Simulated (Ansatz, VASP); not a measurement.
Ge3Pd in VASP and in Ansatz

File POSCAR:

```
Ge3Pd
1.0
    4.1420230000      0.0000000000      0.0000000000
    0.0000000000      4.1420230000      0.0000000000
    0.0000000000      0.0000000000      4.1420230000
Pd Ge
1 3
Direct
    0.0000000000      0.0000000000      0.0000000000
    0.5000000000      0.5000000000      0.0000000000
    0.5000000000      0.0000000000      0.5000000000
    0.0000000000      0.5000000000      0.5000000000
```

File INCAR.step1:

```
SYSTEM = Ge3Pd
PREC = Accurate
ENCUT = 520
ISMEAR = -1
SIGMA = 0.05
LREAL = .False.
LASPH = .True.
NELM = 100
NBANDS = 34
GGA = PE
ALGO = Normal
EDIFF = 1E-4
LWAVE = .True.
LCHARG = .False.
```

File INCAR.step2:

```
SYSTEM = Ge3Pd
PREC = Accurate
ENCUT = 520
EDIFF = 1E-7
ISMEAR = -1
SIGMA = 0.05
LREAL = .False.
LASPH = .True.
NELM = 100
ALGO = Normal
ISIF = 2
LWAVE = .False.
LCHARG = .False.
METAGGA = R2SCAN
LMIXTAU = .True.
NBANDS = 34
ISTART = 1
```

KPOINTS

```
regular mesh
0
Gamma
  7 7 7
  0 0 0
```

input.yaml

```yaml
crystal:
  lattice:
    - [4.142023, 0.0, 0.0]
    - [0.0, 4.142023, 0.0]
    - [0.0, 0.0, 4.142023]
  atoms:
    - { symbol: Pd, position: [0.0, 0.0, 0.0] }
    - { symbol: Ge, position: [0.5, 0.5, 0.0] }
    - { symbol: Ge, position: [0.5, 0.0, 0.5] }
    - { symbol: Ge, position: [0.0, 0.5, 0.5] }
hamiltonian:
  xc: r2scan
  pseudopotentials: { kind: paw }
kpoints:
  mp_grid: { grid: [7, 7, 7] }
scf:
  occupations: { method: fermi_dirac, width: 0.05 }
output:
  forces: true
  stress: true
  eigenvalues: true
```

Alike in both runs: task single point; functional r2SCAN; k mesh 7 × 7 × 7; occupations fermi-dirac, width 0.05 eV; no spin polarisation.

|  | VASP | Ansatz |
| --- | --- | --- |
| version | VASP 6.6.1 | Ansatz 0.2.0 |
| potentials or method | VASP PAW PBE potentials, release 64 (Pd, Ge_d) | Ansatz PAW |
| plane-wave cutoff (eV) | 520 | 500 |
| valence electrons in the cell | 52 | 60 |

Ansatz gave:

* gap on the k mesh at the Fermi level (eV): none
* pressure (GPa): -2.8

Task: What did VASP give for the same quantities?

Result: gap on the k mesh at the Fermi level (eV): none; pressure (GPa): -2.9.

VASP's potentials were made for PBE, not for r2SCAN. A gap of «none» marks a metal or a gap that the smearing closes. VASP's potentials hold 52 valence electrons a cell and Ansatz's 60, so a difference there can come from the potentials and not from the codes.
